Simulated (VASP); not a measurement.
# SiAs4 (P-43m) in VASP: further runs

SiAs4 is run at these levels: PBE; tasks: single point, relaxation of cell and atoms.

All numbers are computed with VASP 6.6.1; they aren't measurements. Logs are shortened: lines on timing, memory, paths and dates and some standing lists are left out, and cuts for length are marked.

## Step 1: The cell of the first run

Symmetry: P-43m, No. 215, cubic system. The conventional cell has a = 4.791 Å, b = 4.791 Å, c = 4.791 Å, α = 90.00°, β = 90.00°, γ = 90.00°. Si (site symmetry -43m) has 4 As at 2.35 Å within 3.1 Å. Within 3.1 Å of As (site symmetry 3m) lie 1 Si at 2.35 Å and 3 As at 2.94 Å.

## Step 2: Single point, PBE

INCAR

```
ALGO = Normal
EDIFF = 1E-7
ENCUT = 520
GGA = PE
ISIF = 2
ISMEAR = 0
LASPH = T
LCHARG = T
LELF = T
LREAL = F
LVHAR = T
LWAVE = F
NBANDS = 20
NELM = 80
PREC = Accurate
SIGMA = 0.1
```

KPOINTS

```
k-points
0
Gamma
  4 4 4
```

POSCAR

```
SiAs4
1.0
    4.7912541063      0.0000000000      0.0000000000
    0.0000000000      4.7912541063      0.0000000000
    0.0000000000      0.0000000000      4.7912541063
Si As
1 4
Direct
    0.0000000000      0.0000000000      0.0000000000
    0.2831855630      0.2831855630      0.2831855630
    0.7168144370      0.7168144370      0.2831855630
    0.2831855630      0.7168144370      0.7168144370
    0.7168144370      0.2831855630      0.7168144370
```

Potentials or basis: VASP PAW PBE potentials, release 64 (Si, As).

Command:

```
cat potpaw_PBE.64/Si/POTCAR potpaw_PBE.64/As/POTCAR > POTCAR
mpirun -np 1 vasp_std > vasp.out
```

OUTCAR:

```text
EDIFF = 1E-7
   ENCUT = 520
   GGA = PE
   ISIF = 2
   ISMEAR = 0
   LASPH = T
   LREAL = F
   NELM = 80
   PREC = Accurate

 ion  position               nearest neighbor table
   1  0.000  0.000  0.000-   2 2.35   3 2.35   4 2.35   5 2.35
   2  0.283  0.283  0.283-   1 2.35
   3  0.717  0.717  0.283-   1 2.35
   4  0.283  0.717  0.717-   1 2.35
   5  0.717  0.283  0.717-   1 2.35

  LATTYP: Found a simple cubic cell.
 ALAT       =     4.7912541063

  Lattice vectors:

 A1 = (   4.7912541063,   0.0000000000,   0.0000000000)
 A2 = (   0.0000000000,   4.7912541063,   0.0000000000)
 A3 = (   0.0000000000,   0.0000000000,   4.7912541063)

Analysis of symmetry for initial positions (statically):
=====================================================================
 Subroutine PRICEL returns:
 Original cell was already a primitive cell.

 Routine SETGRP: Setting up the symmetry group for a
 simple cubic supercell.

 Subroutine GETGRP returns: Found 24 space group operations
 (whereof 24 operations were pure point group operations)
 out of a pool of 48 trial point group operations.

The static configuration has the point symmetry T_d .

Analysis of symmetry for dynamics (positions and initial velocities):
=====================================================================
 Subroutine PRICEL returns:
 Original cell was already a primitive cell.

 Routine SETGRP: Setting up the symmetry group for a
 simple cubic supercell.

 Subroutine GETGRP returns: Found 24 space group operations
 (whereof 24 operations were pure point group operations)
 out of a pool of 48 trial point group operations.

The dynamic configuration has the point symmetry T_d .

 Subroutine INISYM returns: Found 24 space group operations
 (whereof 24 operations are pure point group operations),
 and found     1 'primitive' translations

----------------------------------------------------------------------------------------

                                     Primitive cell

  volume of cell :     109.9886

  direct lattice vectors                    reciprocal lattice vectors
     4.791254106  0.000000000  0.000000000     0.208713622  0.000000000  0.000000000
     0.000000000  4.791254106  0.000000000     0.000000000  0.208713622  0.000000000
     0.000000000  0.000000000  4.791254106     0.000000000  0.000000000  0.208713622

  length of vectors
     4.791254106  4.791254106  4.791254106     0.208713622  0.208713622  0.208713622

  position of ions in fractional coordinates (direct lattice)
     0.000000000  0.000000000  0.000000000
     0.283185563  0.283185563  0.283185563
     0.716814437  0.716814437  0.283185563
     0.283185563  0.716814437  0.716814437
     0.716814437  0.283185563  0.716814437

  ion indices of the primitive-cell ions
   primitive index   ion index
                 1           1
                 2           2
                 3           3
                 4           4
                 5           5

----------------------------------------------------------------------------------------

 KPOINTS: k-points

Automatic generation of k-mesh.
 Grid dimensions read from file:
 generate k-points for:    4    4    4

 Generating k-lattice:

  Cartesian coordinates                     Fractional coordinates (reciprocal lattice)
     0.052178406  0.000000000  0.000000000     0.250000000  0.000000000  0.000000000
     0.000000000  0.052178406  0.000000000     0.000000000  0.250000000  0.000000000
     0.000000000  0.000000000  0.052178406     0.000000000  0.000000000  0.250000000

  Length of vectors
     0.052178406  0.052178406  0.052178406

  Shift w.r.t. Gamma in fractional coordinates (k-lattice)
     0.000000000  0.000000000  0.000000000

 Subroutine IBZKPT returns following result:
 ===========================================

 Found     10 irreducible k-points:

 Following reciprocal coordinates:
            Coordinates               Weight
  0.000000  0.000000  0.000000      1.000000
  0.250000  0.000000  0.000000      6.000000
  0.500000  0.000000  0.000000      3.000000
  0.250000  0.250000  0.000000     12.000000
  0.500000  0.250000  0.000000     12.000000
  0.500000  0.500000  0.000000      3.000000
  0.250000  0.250000  0.250000      8.000000
  0.500000  0.250000  0.250000     12.000000
  0.500000  0.500000  0.250000      6.000000
  0.500000  0.500000  0.500000      1.000000
   k-points           NKPTS =     10   k-points in BZ     NKDIM =     10   number of bands    NBANDS=     20
   number of dos      NEDOS =    301   number of ions     NIONS =      5
   total plane-waves  NPLWV =  46656
   dimension x,y,z NGX =    36 NGY =   36 NGZ =   36
   dimension x,y,z NGXF=    72 NGYF=   72 NGZF=   72
   ions per type =               1   4
   NGX,Y,Z   is equivalent  to a cutoff of  12.49, 12.49, 12.49 a.u.
   NGXF,Y,Z  is equivalent  to a cutoff of  24.98, 24.98, 24.98 a.u.
 SYSTEM =  unknown system
   PREC   = accura    normal or accurate (medium, high low for compatibility)
   ISTART =      0    job   : 0-new  1-cont  2-samecut
   ICHARG =      2    charge: 1-file 2-atom 10-const
   ISPIN  =      1    spin polarized calculation?
   LNONCOLLINEAR =      F non collinear calculations
   LSORBIT =      F    spin-orbit coupling
   LASPH  =      T    aspherical Exc in radial PAW
   ENCUT  =  520.0 eV  38.22 Ry    6.18 a.u.   8.91  8.91  8.91*2*pi/ulx,y,z
   NELM   =     80;   NELMIN=  2; NELMDL= -5     # of ELM steps
   EDIFF  = 0.1E-06   stopping-criterion for ELM
   LREAL  =      F    real-space projection
   EDIFFG = 0.1E-05   stopping-criterion for IOM
   NSW    =      0    number of steps for IOM
   IBRION =     -1    ionic relax: 0-MD 1-quasi-New 2-CG
   NFREE  =      0    steps in history (QN), initial steepest desc. (CG)
   ISIF   =      2    stress and relaxation
   ISYM   =      2    0-nonsym 1-usesym 2-fastsym
   POTIM  = 0.5000    time-step for ionic-motion
   TEBEG  =    0.0;   TEEND  =   0.0 temperature during run
   PSTRESS=    0.0 pullay stress
   NELECT =      24.0000    total number of electrons
   NUPDOWN=      -1.0000    fix difference up-down
   EMIN   =  10.00;   EMAX   =-10.00  energy-range for DOS
   EFERMI =   0.00;   METHOD = LEGACY
   ISMEAR =     0;   SIGMA  =   0.10  broadening in eV -4-tet -1-fermi 0-gaus
   EFERMI_NEDOS =   21; number of points for ismear=-14 and -15
   IALGO  =     38    algorithm
   IMIX   =      4    mixing-type and parameters
     AMIX     =   0.40;   BMIX     =  1.00
     AMIX_MAG =   1.60;   BMIX_MAG =  1.00
  volume/ion in A,a.u.               =      22.00       148.45
  Fermi-wavevector in a.u.,A,eV,Ry     =   0.985589  1.862494 13.216516  0.971387
  Thomas-Fermi vector in A             =   2.116908
   LORBIT       =      0    0 simple, 1 ext, 2 COOP (PROOUT), +10 PAW based schemes
   GGA     = PE    functional components
   LHFCALC =     F    Hartree Fock is set to
   AEXX    =    0.0000 exact exchange contribution
   IVDW    =     0    specifies the selected vdW correction
   LEPSILON=     F    determine dielectric tensor
   LRPA    =     F    only Hartree local field effects (RPA)
 non-spin polarized calculation
 Gauss-broadening in eV      SIGMA  =   0.10
  energy-cutoff  :      520.00
  volume of cell :      109.99
 maximum number of plane-waves:      3016
 NGX is ok and might be reduce to    36
   NGX = 17   NGY = 17   NGZ = 17

 number of electron      23.9999999 magnetization

 Free energy of the ion-electron system (eV)
  ---------------------------------------------------
  ext. energy  EPLUGINS =         0.00000000
  ---------------------------------------------------
  free energy    TOTEN  =       -21.03113884 eV

  energy without entropy =      -20.99046347  energy(sigma->0) =      -21.01080115

 E-fermi :   4.7057     XC(G=0):  -9.8543

 val. band max:        4.6992088695   @ k =   0.2500   0.2500   0.0000
 cond. band min:       4.8161732109   @ k =   0.2500   0.0000   0.0000
 fundamental gap:      0.1169643414
 Fermi energy:         4.7056756410

 k-point     1 :       0.0000    0.0000    0.0000
  band No.  band energies     occupation
      1      -8.9052      2.00000
      2      -4.9193      2.00000
      3      -4.9193      2.00000
      4      -4.9193      2.00000
      5      -3.1090      2.00000
      6       0.6855      2.00000
[... 12 lines left out ...]
     19       8.0876      0.00000
     20       8.0876      0.00000

 k-point     2 :       0.2500    0.0000    0.0000
  band No.  band energies     occupation
      1      -8.5667      2.00000
      2      -6.0860      2.00000
      3      -4.8608      2.00000
      4      -4.8608      2.00000
      5      -2.1584      2.00000
      6       1.0399      2.00000
[... 12 lines left out ...]
     19       9.2802      0.00000
     20       9.2802      0.00000

 k-point     3 :       0.5000    0.0000    0.0000
  band No.  band energies     occupation
      1      -7.6744      2.00000
      2      -7.4764      2.00000
      3      -4.7995      2.00000
      4      -4.7995      2.00000
      5      -1.0867      2.00000
      6      -0.1335      2.00000
[... 12 lines left out ...]
     19      11.2331      0.00000
     20      11.3843      0.00000

 k-point     4 :       0.2500    0.2500    0.0000
  band No.  band energies     occupation
      1      -8.2399      2.00000
      2      -6.1357      2.00000
      3      -5.5383      2.00000
      4      -4.9488      2.00000
      5      -1.5130      2.00000
      6       0.4147      2.00000
[... 107 lines left out ...]
 k-point     9 :       0.5000    0.5000    0.2500
  band No.  band energies     occupation
      1      -6.9545      2.00000
      2      -6.2602      2.00000
      3      -5.8852      2.00000
      4      -5.8852      2.00000
      5      -2.4953      2.00000
      6      -0.1114      2.00000
[... 12 lines left out ...]
     19      10.6804      0.00000
     20      10.6804      0.00000

 k-point    10 :       0.5000    0.5000    0.5000
  band No.  band energies     occupation
      1      -6.9328      2.00000
      2      -5.7524      2.00000
      3      -5.7524      2.00000
      4      -5.7524      2.00000
      5      -3.6103      2.00000
      6      -0.6958      2.00000
[... 12 lines left out ...]
     19       9.7269      0.00000
     20       9.7269      0.00000

------------------------ aborting loop because EDIFF is reached ----------------------------------------

  FORCE on cell =-STRESS in cart. coord.  units (eV):
  Direction    XX          YY          ZZ          XY          YZ          ZX
  --------------------------------------------------------------------------------------
  -------------------------------------------------------------------------------------
  Total        0.1088368      0.1088368      0.1088368     -0.0000000     -0.0000000      0.0000000
  in kB        1.5854002      1.5854002      1.5854002     -0.0000000     -0.0000000      0.0000000
  external PRESSURE =       1.5854002 kB  Pullay stress =       0.0000000 kB

 VOLUME and BASIS-vectors are now :
 -----------------------------------------------------------------------------
  energy-cutoff  :      520.00
  volume of cell :      109.99
      direct lattice vectors                 reciprocal lattice vectors
     4.791254106  0.000000000  0.000000000     0.208713622  0.000000000  0.000000000
     0.000000000  4.791254106  0.000000000     0.000000000  0.208713622  0.000000000
     0.000000000  0.000000000  4.791254106     0.000000000  0.000000000  0.208713622

 POSITION                                       TOTAL-FORCE (eV/Angst)
 -----------------------------------------------------------------------------------
      0.00000      0.00000      0.00000         0.000000      0.000000     -0.000000
      1.35681      1.35681      1.35681         0.047721      0.047721      0.047721
      3.43444      3.43444      1.35681        -0.047721     -0.047721      0.047721
      1.35681      3.43444      3.43444         0.047721     -0.047721     -0.047721
      3.43444      1.35681      3.43444        -0.047721      0.047721     -0.047721
 -----------------------------------------------------------------------------------
    total drift:                               -0.000000     -0.000000      0.000000

  FREE ENERGIE OF THE ION-ELECTRON SYSTEM (eV)
  ---------------------------------------------------
  free  energy   TOTEN  =       -21.0311388370 eV

  energy  without entropy=      -20.9904634707  energy(sigma->0) =      -21.01080115
```

Run time: 12 s. Hardware: 1 thread of Intel Xeon 6975P-C (Granite Rapids), shared host; peak memory 0.2 GiB.

Results:

```
Free energy            : -21.0311 eV
Pressure               : 0.2 GPa
Largest force          : 0.083 eV/Å
Band gap on the k mesh : zero (band 12 reaches 6.40 eV, above the bottom of band 13 at 4.60 eV)
```

Forces on the atoms (eV/Å):
```
Si   0.000  0.000  0.000
As   0.048  0.048  0.048
As  -0.048 -0.048  0.048
As   0.048 -0.048 -0.048
As  -0.048  0.048 -0.048
```

[end of part 1 of 2]
